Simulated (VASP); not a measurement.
A run of VASP 6.6.1 is set up as follows.

POSCAR

```
Zn
1.0
   -1.5690370000      1.5690370000      1.5690370000
    1.5690370000     -1.5690370000      1.5690370000
    1.5690370000      1.5690370000     -1.5690370000
Zn
1
Direct
    0.0000000000      0.0000000000      0.0000000000
```

INCAR.step1

```
SYSTEM = Zn
PREC     = Accurate       ! precision mode
ENCUT    = 520            ! plane-wave cutoff, eV
ISMEAR   = 0              ! smearing method
SIGMA    = 0.15           ! smearing width, eV
LREAL    = .FALSE.        ! projectors in reciprocal space
LASPH    = .TRUE.         ! aspherical terms in the spheres
NELM     = 80             ! most SCF steps
NBANDS   = 12             ! bands
GGA      = PE             ! functional
ALGO     = Normal         ! electronic algorithm
EDIFF    = 1E-4           ! SCF threshold, eV
LWAVE    = .TRUE.         ! write WAVECAR
LCHARG   = .FALSE.        ! write CHGCAR
```

INCAR.step2

```
SYSTEM = Zn
PREC     = Accurate       ! precision mode
ENCUT    = 520            ! plane-wave cutoff, eV
EDIFF    = 1E-6           ! SCF threshold, eV
ISMEAR   = 0              ! smearing method
SIGMA    = 0.15           ! smearing width, eV
LREAL    = .FALSE.        ! projectors in reciprocal space
LASPH    = .TRUE.         ! aspherical terms in the spheres
NELM     = 80             ! most SCF steps
ALGO     = Normal         ! electronic algorithm
ISIF     = 2              ! what is computed and relaxed
LWAVE    = .FALSE.        ! write WAVECAR
LCHARG   = .FALSE.        ! write CHGCAR
METAGGA  = R2SCAN         ! meta-GGA
LMIXTAU  = .TRUE.       
NBANDS   = 12             ! bands
ISTART   = 1
```

Contents of KPOINTS:

```
regular mesh
0
G
  24 24 24
  0 0 0
```

Potentials or basis: VASP PAW PBE potentials, release 64 (Zn).

The run is started by

```console
$ cat potpaw_PBE.64/Zn/POTCAR > POTCAR
$ cp INCAR.step1 INCAR
$ mpirun -np 1 vasp_std > vasp.out
$ cp INCAR.step2 INCAR
$ mpirun -np 1 vasp_std > vasp.out
```

Question: Predict the band gap on the k mesh.

Answer: Zero (band 6 reaches 7.42 eV, above the bottom of band 7 at 2.03 eV).

Question: What does it give for the pressure?

Answer: -4.5 GPa.

Caveat: the PAW data sets were made with another functional, which shifts forces and pressure a little.
